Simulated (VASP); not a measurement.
Write the native input for VASP 6.6.1 that does the following.

```yaml
Task: relaxation of cell and atoms
Functional: PBE
Dispersion: D3(BJ)
Potentials_or_basis: VASP PAW PBE potentials, release 64 (Cu)
Cutoff: 600 eV
k_mesh: 20 × 20 × 20
Occupations: gaussian, width 0.1 eV
Spin: no spin polarisation
Dipole_correction: no
Further_INCAR_settings: ALGO = Fast; EDIFF = 1e-07; IBRION = 2; EDIFFG = -0.005; NSW = 70; ISIF = 3
```

The structure of Cu lies in POSCAR:

```
Cu
1.0
   -1.4755302431      1.4755302431      1.3795566845
    1.4755302431     -1.4755302431      1.3795566845
    1.4755302431      1.4755302431     -1.3795566845
Cu
1
Direct
    0.0000000000      0.0000000000      0.0000000000
```

These files were run (other wordings do the same):

INCAR

```
SYSTEM = Cu
  PREC = Accurate
  ENCUT = 600
  EDIFF = 1E-7
  ISMEAR = 0
  SIGMA = 0.1
  LREAL = .FALSE.
  LASPH = .TRUE.
  NELM = 80
  ALGO = Fast
  ISIF = 3
  LWAVE = .FALSE.
  LCHARG = .FALSE.
  GGA = PE
  IVDW = 12
  IBRION = 2
  NSW = 70
  EDIFFG = -0.005
```

KPOINTS

```
Automatic mesh
0
G
  20 20 20
  0 0 0
```

Potentials or basis: VASP PAW PBE potentials, release 64 (Cu).

Command:

```sh
$ cat potpaw_PBE.64/Cu/POTCAR > POTCAR
$ mpirun -np 1 vasp_std > vasp.out
```

Results of the run:

```yaml
Relaxed_volume: 11.40 Å³/atom
Relaxed_cell: a = 2.457 Å, b = 2.457 Å, c = 2.457 Å, α = 107.98°, β = 107.98°, γ = 112.50°
Space_group_after_relaxing_to_0.1_Å: I4/mmm (No. 139)
Energy_gained_by_relaxing: 15.1 meV/atom
Ionic_steps: 17
Pressure_after_relaxing: 0.0 GPa
Band_gap_on_the_k_mesh: zero (an odd number of electrons rules out a gap without spin polarisation)
Dispersion_energy_per_atom: -0.605 eV
```

Run time: 16 min on 1 thread of Intel Xeon 8259CL, on a shared host, peak memory 0.27 GiB.
